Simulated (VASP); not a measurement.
Wanted: the native input for a VASP 6.6.1 run.

```yaml
Task: relaxation of cell and atoms
Functional: PBEsol
Potentials_or_basis: VASP PAW PBE potentials, release 64 (Ba_sv)
Cutoff: 600 eV
k_mesh: 12 × 12 × 12
Occupations: gaussian, width 0.1 eV
Spin: no spin polarisation
Dipole_correction: no
Further_INCAR_settings: ALGO = Fast; EDIFF = 1e-07; IBRION = 2; EDIFFG = -0.005; NSW = 100; ISIF = 3
```

The structure of Ba lies in POSCAR:

```
Ba
1.0
   -2.4343261438      2.4343261438      2.4343261438
    2.4343261438     -2.4343261438      2.4343261438
    2.4343261438      2.4343261438     -2.4343261438
Ba
1
Direct
    0.0000000000      0.0000000000      0.0000000000
```

These files were run (other wordings do the same):

INCAR

```
ALGO = Fast ; EDIFF = 1E-7
EDIFFG = -0.005 ; ENCUT = 600
GGA = PS ; IBRION = 2
ISIF = 3 ; ISMEAR = 0
LASPH = T ; LCHARG = F
LREAL = F ; LWAVE = F
NELM = 100 ; NSW = 100
PREC = Accurate ; SIGMA = 0.1
```

KPOINTS

```
k-points
0
Gamma
  12 12 12
```

Potentials or basis: VASP PAW PBE potentials, release 64 (Ba_sv).

The run is started by

```bash
$ cat potpaw_PBE.64/Ba_sv/POTCAR > POTCAR
$ mpirun -np 1 vasp_std > vasp.out
```

It gave:

```yaml
Relaxed_volume: 58.47 Å³/atom
Relaxed_cell: a = 4.235 Å, b = 4.235 Å, c = 4.235 Å, α = 109.47°, β = 109.47°, γ = 109.47°
Space_group_after_relaxing_to_0.05_Å: Im-3m (No. 229)
Energy_gained_by_relaxing: 0.3 meV/atom
Ionic_steps: 3
Pressure_after_relaxing: 0.0 GPa
Band_gap_on_the_k_mesh: zero (band 5 reaches 2.37 eV, above the bottom of band 6 at 1.14 eV)
```

Caveat: the PAW data sets were made with another functional, which shifts forces and pressure a little; spin-orbit coupling is left out, which moves the levels of the heavy elements.

Wall time 3.3 min on 1 thread of AMD EPYC 7R43 64-Core Processor (Zen 3), with other jobs on the host, peak memory 0.2 GiB.
